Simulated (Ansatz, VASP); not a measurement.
## AlNi: VASP beside Ansatz

```
CELL_PARAMETERS angstrom
3.32705 0.00000 0.00000
0.00000 3.32705 0.00000
0.00000 0.00000 2.89308
ATOMIC_POSITIONS crystal
Al 0.00000 0.00000 0.00000
Ni 0.50000 0.50000 0.50000
```

Change from the starting cell: strain +0.1500 x Voigt [1, 1, 0, 0, 0, 0], atoms carried along.

Alike in both runs: task single point; functional PBE; k mesh 20 × 20 × 20; occupations gaussian, width 0.15 eV; no spin polarisation.

|  | VASP | Ansatz |
| --- | --- | --- |
| version | VASP 6.6.1 | Ansatz 0.2.0 |
| potentials or method | VASP PAW PBE potentials, release 64 (Al, Ni), cutoff 520 eV | scalar-relativistic, plane waves, PAW |
| valence electrons in the cell | 13 | 21 |

|  | VASP | Ansatz | Ansatz less VASP |
| --- | --- | --- | --- |
| gap on the k mesh at the Fermi level (eV) | none | none | - |
| pressure (GPa) | -23.0 | -23.2 | -0.14 |
| traceless stress, the component that is largest in VASP (GPa) | 3.75 | 3.67 | -0.083 |

A gap of «none» marks a metal or a gap that the smearing closes. VASP's potentials hold 13 valence electrons a cell and Ansatz's 21, so a difference there can come from the potentials and not from the codes.
